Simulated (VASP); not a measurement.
# Bi (P6/mmm) in VASP: notebook, part 2 of 2

VASP 6.6.1. The steps go on from the part before.

### 4 Relaxation of cell and atoms, PBE

Contents of INCAR:

```
SYSTEM = Bi
ALGO = Fast ; EDIFF = 1E-6
EDIFFG = -0.01 ; ENCUT = 600
GGA = PE ; IBRION = 2
ISIF = 3 ; ISMEAR = 0
LASPH = .TRUE. ; LCHARG = .FALSE.
LREAL = .FALSE. ; LWAVE = .FALSE.
NELM = 80 ; NSW = 100
PREC = Accurate ; SIGMA = 0.1
```

Contents of KPOINTS:

```
k-points
0
G
  18 18 16
  0 0 0
```

Contents of POSCAR:

```
Bi
1.0
    3.4495827120      0.0000000000      0.0000000000
   -1.7247913560      2.9874262610      0.0000000000
    0.0000000000      0.0000000000      3.2746537789
Bi
1
Direct
    0.0000000000      0.0000000000      0.5000000000
```

Potentials or basis: VASP PAW PBE potentials, release 64 (Bi_d).

Started as:

```console
$ cat potpaw_PBE.64/Bi_d/POTCAR > POTCAR
$ mpirun -np 1 vasp_std > vasp.out
```

OUTCAR:

```text
SYSTEM = Bi
   EDIFF = 1E-6
   EDIFFG = -0.01
   ENCUT = 600
   GGA = PE
   IBRION = 2
   ISIF = 3
   ISMEAR = 0
   LASPH = .TRUE.
   LREAL = .FALSE.
   NELM = 80
   NSW = 100
   PREC = Accurate

 ion  position               nearest neighbor table
   1  0.000  0.000  0.500-

  LATTYP: Found a hexagonal cell.
 ALAT       =     3.4495827120
 C/A-ratio  =     0.9492898279

  Lattice vectors:

 A1 = (   3.4495827120,   0.0000000000,   0.0000000000)
 A2 = (  -1.7247913560,   2.9874262610,   0.0000000000)
 A3 = (   0.0000000000,   0.0000000000,   3.2746537789)

Analysis of symmetry for initial positions (statically):
=====================================================================
 Subroutine PRICEL returns:
 Original cell was already a primitive cell.

 Routine SETGRP: Setting up the symmetry group for a
 hexagonal supercell.

 Subroutine GETGRP returns: Found 24 space group operations
 (whereof 24 operations were pure point group operations)
 out of a pool of 24 trial point group operations.

The static configuration has the point symmetry D_6h.

Analysis of symmetry for dynamics (positions and initial velocities):
=====================================================================
 Subroutine PRICEL returns:
 Original cell was already a primitive cell.

 Routine SETGRP: Setting up the symmetry group for a
 hexagonal supercell.

 Subroutine GETGRP returns: Found 24 space group operations
 (whereof 24 operations were pure point group operations)
 out of a pool of 24 trial point group operations.

The dynamic configuration has the point symmetry D_6h.

 Subroutine INISYM returns: Found 24 space group operations
 (whereof 24 operations are pure point group operations),
 and found     1 'primitive' translations

----------------------------------------------------------------------------------------

                                     Primitive cell

  volume of cell :      33.7465

  direct lattice vectors                    reciprocal lattice vectors
     3.449582712  0.000000000  0.000000000     0.289890136  0.167368148  0.000000000
    -1.724791356  2.987426261  0.000000000     0.000000000  0.334736296  0.000000000
     0.000000000  0.000000000  3.274653779     0.000000000  0.000000000  0.305375795

  length of vectors
     3.449582712  3.449582712  3.274653779     0.334736296  0.334736296  0.305375795

  position of ions in fractional coordinates (direct lattice)
     0.000000000  0.000000000  0.500000000

  ion indices of the primitive-cell ions
   primitive index   ion index
                 1           1

----------------------------------------------------------------------------------------

 KPOINTS: k-points

Automatic generation of k-mesh.
 Grid dimensions read from file:
 generate k-points for:   18   18   16

 Generating k-lattice:

  Cartesian coordinates                     Fractional coordinates (reciprocal lattice)
     0.016105008  0.009298230  0.000000000     0.055555556  0.000000000  0.000000000
     0.000000000  0.018596461  0.000000000     0.000000000  0.055555556  0.000000000
     0.000000000  0.000000000  0.019085987     0.000000000  0.000000000  0.062500000
[... 42 lines left out ...]
   dimension x,y,z NGX =    28 NGY =   28 NGZ =   28
   dimension x,y,z NGXF=    56 NGYF=   56 NGZF=   56
   ions per type =               1
   NGX,Y,Z   is equivalent  to a cutoff of  13.49, 13.49, 14.21 a.u.
   NGXF,Y,Z  is equivalent  to a cutoff of  26.99, 26.99, 28.43 a.u.
 SYSTEM =  Bi
   PREC   = accura    normal or accurate (medium, high low for compatibility)
   ISTART =      0    job   : 0-new  1-cont  2-samecut
   ICHARG =      2    charge: 1-file 2-atom 10-const
   ISPIN  =      1    spin polarized calculation?
   LNONCOLLINEAR =      F non collinear calculations
   LSORBIT =      F    spin-orbit coupling
   LASPH  =      T    aspherical Exc in radial PAW
   ENCUT  =  600.0 eV  44.10 Ry    6.64 a.u.   6.89  6.89  6.54*2*pi/ulx,y,z
   NELM   =     80;   NELMIN=  2; NELMDL= -5     # of ELM steps
   EDIFF  = 0.1E-05   stopping-criterion for ELM
   LREAL  =      F    real-space projection
   EDIFFG = -.1E-01   stopping-criterion for IOM
   NSW    =    100    number of steps for IOM
   IBRION =      2    ionic relax: 0-MD 1-quasi-New 2-CG
   NFREE  =      1    steps in history (QN), initial steepest desc. (CG)
   ISIF   =      3    stress and relaxation
   ISYM   =      2    0-nonsym 1-usesym 2-fastsym
   POTIM  = 0.5000    time-step for ionic-motion
   TEBEG  =    0.0;   TEEND  =   0.0 temperature during run
   PSTRESS=    0.0 pullay stress
   NELECT =      15.0000    total number of electrons
   NUPDOWN=      -1.0000    fix difference up-down
   EMIN   =  10.00;   EMAX   =-10.00  energy-range for DOS
   EFERMI =   0.00;   METHOD = LEGACY
   ISMEAR =     0;   SIGMA  =   0.10  broadening in eV -4-tet -1-fermi 0-gaus
   EFERMI_NEDOS =   21; number of points for ismear=-14 and -15
   IALGO  =     68    algorithm
   IMIX   =      4    mixing-type and parameters
     AMIX     =   0.40;   BMIX     =  1.00
     AMIX_MAG =   1.60;   BMIX_MAG =  1.00
  volume/ion in A,a.u.               =      33.75       227.73
  Fermi-wavevector in a.u.,A,eV,Ry     =   1.249383  2.360991 21.238116  1.560957
  Thomas-Fermi vector in A             =   2.383426
   LORBIT       =      0    0 simple, 1 ext, 2 COOP (PROOUT), +10 PAW based schemes
   GGA     = PE    functional components
   LHFCALC =     F    Hartree Fock is set to
   AEXX    =    0.0000 exact exchange contribution
   IVDW    =     0    specifies the selected vdW correction
   LEPSILON=     F    determine dielectric tensor
   LRPA    =     F    only Hartree local field effects (RPA)
 conjugate gradient relaxation of ions
 non-spin polarized calculation
 RMM-DIIS sequential band-by-band and
 Gauss-broadening in eV      SIGMA  =   0.10
  energy-cutoff  :      600.00
  volume of cell :       33.75
 maximum number of plane-waves:      1152
 NGX is ok and might be reduce to    28
   NGX = 13   NGY = 13   NGZ = 13

--------------------------------------- Ionic step        1  -------------------------------------------

 number of electron      15.0000002 magnetization

 Free energy of the ion-electron system (eV)
  ---------------------------------------------------
  ext. energy  EPLUGINS =         0.00000000
  ---------------------------------------------------
  free energy    TOTEN  =        -3.82645069 eV

  energy without entropy =       -3.82402278  energy(sigma->0) =       -3.82523674

------------------------ aborting loop because EDIFF is reached ----------------------------------------

  FORCE on cell =-STRESS in cart. coord.  units (eV):
  Direction    XX          YY          ZZ          XY          YZ          ZX
  --------------------------------------------------------------------------------------
  -------------------------------------------------------------------------------------
  Total       -0.1229880     -0.1229880      0.2416159      0.0000000     -0.0000000     -0.0000000
  in kB       -5.8390753     -5.8390753     11.4711479      0.0000000     -0.0000000     -0.0000000
  external PRESSURE =      -0.0690009 kB  Pullay stress =       0.0000000 kB
[... 92 lines left out ...]
--------------------------------------- Ionic step        4  -------------------------------------------

 number of electron      15.0000003 magnetization

 Free energy of the ion-electron system (eV)
  ---------------------------------------------------
  ext. energy  EPLUGINS =         0.00000000
  ---------------------------------------------------
  free energy    TOTEN  =        -3.82810015 eV

  energy without entropy =       -3.82607979  energy(sigma->0) =       -3.82708997

 E-fermi :   6.8946     XC(G=0):  -9.8332

 val. band max:        6.8896320857   @ k =   0.2778   0.0000   0.5000
 cond. band min:       6.9649876836   @ k =   0.3889   0.0000   0.2500
 fundamental gap:      0.0753555979
 Fermi energy:         6.8946237274

 k-point     1 :       0.0000    0.0000    0.0000
  band No.  band energies     occupation
      1     -16.1321      2.00000
      2     -16.0302      2.00000
      3     -16.0302      2.00000
      4     -15.8656      2.00000
      5     -15.8656      2.00000
      6      -6.2681      2.00000
      7       9.5637      0.00000
      8      11.2308      0.00000
      9      11.2308      0.00000
     10      13.3890      0.00000
     11      15.3808      0.00000
[... 309 lines left out ...]
 k-point    24 :       0.3889    0.1111    0.0000
  band No.  band energies     occupation
      1     -16.0947      2.00000
      2     -15.9858      2.00000
      3     -15.9283      2.00000
      4     -15.8865      2.00000
      5     -15.8765      2.00000
      6      -3.8265      2.00000
      7       2.4203      2.00000
      8       7.1540      0.00024
      9      12.0875      0.00000
     10      14.3413      0.00000
     11      16.4255      0.00000

 [... further k-points ...]
[... 5 lines left out ...]
  --------------------------------------------------------------------------------------
  -------------------------------------------------------------------------------------
  Total       -0.0052786     -0.0052786      0.0010351      0.0000000      0.0000000      0.0000000
  in kB       -0.2506634     -0.2506634      0.0491541      0.0000000      0.0000000      0.0000000
  external PRESSURE =      -0.1507242 kB  Pullay stress =       0.0000000 kB
[... 16 lines left out ...]
  FREE ENERGIE OF THE ION-ELECTRON SYSTEM (eV)
  ---------------------------------------------------
  free  energy   TOTEN  =        -3.8281001469 eV

  energy  without entropy=       -3.8260797880  energy(sigma->0) =       -3.82708997

 reached required accuracy - stopping structural energy minimisation
```

OSZICAR:

```text
N       E                     dE             d eps       ncg     rms          rms(c)
DAV:   1     0.107938406656E+03    0.10794E+03   -0.90079E+03  7341   0.172E+03
DAV:   2     0.246015036216E+01   -0.10548E+03   -0.10273E+03  7458   0.362E+02
[... 28 lines left out ...]
   3 F= -.38281011E+01 E0= -.38270934E+01  d E =-.165042E-02
       N       E                     dE             d eps       ncg     rms          rms(c)
DAV:   1    -0.382810957842E+01   -0.88384E-05   -0.28836E-04  8475   0.191E-01    0.126E-02
RMM:   2    -0.382810317661E+01    0.64018E-05   -0.90185E-06  7334   0.345E-02    0.754E-03
RMM:   3    -0.382810005466E+01    0.31220E-05   -0.51908E-06  5973   0.213E-02    0.113E-03
RMM:   4    -0.382810014695E+01   -0.92293E-07   -0.86163E-07  4738   0.116E-02
   4 F= -.38281001E+01 E0= -.38270900E+01  d E =-.164946E-02
```

CONTCAR:

```text
Bi
   1.00000000000000
     3.4344233634122125    0.0000000000000000   -0.0000000000000000
    -1.7172116817061063    2.9742978800187800   -0.0000000000000000
     0.0000000000000000   -0.0000000000000000    3.3029248440993864
  Bi
     1
Direct
     0.0000000000000000    0.0000000000000000    0.5000000000000000

  0.00000000E+00  0.00000000E+00  0.00000000E+00
```

Wall time 2.6 min (1 thread of Intel Xeon Platinum 8488C (Sapphire Rapids), shared host); peak memory 0.27 GiB.

Results:

| Quantity | Value |
| --- | --- |
| Free energy | -3.8281 eV |
| Relaxed volume | 33.74 Å³/atom |
| Relaxed cell | a = 3.434 Å, b = 3.434 Å, c = 3.303 Å, α = 90.00°, β = 90.00°, γ = 120.00° |
| Space group after relaxing (to 0.05 Å) | P6/mmm (No. 191) |
| Energy gained by relaxing | 1.6 meV/atom |
| Ionic steps | 4 |
| Pressure after relaxing | 0.0 GPa |

The path:
| step | energy change (eV) | largest force (eV/Å) | pressure (GPa) | volume (Å³) |
| --- | --- | --- | --- | --- |
| 1 | 0.0000 | 0.0000 | -0.01 | 33.75 |
| 2 | -0.0015 | 0.0000 | 0.00 | 33.74 |
| 3 | -0.0017 | 0.0000 | -0.02 | 33.74 |
| 4 | -0.0016 | 0.0000 | -0.02 | 33.74 |

Final structure:
```
Bi
1.0
     3.43442    0.00000    0.00000
    -1.71721    2.97430    0.00000
     0.00000    0.00000    3.30292
Bi
1
Cartesian
  0.0000 0.0000 1.6515
```

Levels at points of the mesh, in eV from the Fermi level:
```csv
k point,band 4,band 5,band 6,band 7,band 8,band 9,band 10,band 11
"(0.00, 0.00, 0.00)",-22.76,-22.76,-13.16,2.67,4.34,4.34,6.49,8.49
"(0.50, 0.00, 0.00)",-22.78,-22.76,-10.67,-4.89,1.53,5.21,5.73,9.87
"(0.00, 0.00, 0.50)",-22.83,-22.80,-11.44,-5.01,6.08,6.08,10.47,11.12
"(0.50, 0.00, 0.50)",-22.75,-22.66,-8.97,-3.19,-2.50,2.91,3.19,8.26
```

Caveat: spin-orbit coupling is left out, which moves the levels of the heavy elements.

### 5 Summary

```csv
task,cell,k mesh,cutoff (eV),gap on the mesh (eV),pressure (GPa),relaxed volume (Å³/atom)
single point,"a = 3.434, b = 3.434, c = 3.304 Å, angles 90.0, 90.0, 120.0°, 1 atom",18 × 18 × 16,520,none,-0.1,-
relaxation of cell and atoms,"relaxed from a = 3.588, b = 3.588, c = 6.766 Å, angles 90.0, 90.0, 120.0°, 2 atoms",6 × 6 × 4,600,none,0.0,33.68
relaxation of cell and atoms,"relaxed from a = 3.450, b = 3.450, c = 3.275 Å, angles 90.0, 90.0, 120.0°, 1 atom",18 × 18 × 16,600,none,0.0,33.74
```

Alike in all rows: level PBE; potentials or basis VASP PAW PBE potentials, release 64 (Bi_d); no spin polarisation; smearing gaussian 0.1 eV.

Caveats: spin-orbit coupling is left out, which moves the levels of the heavy elements.

Absolute energies hang on the potentials; compare differences alone.
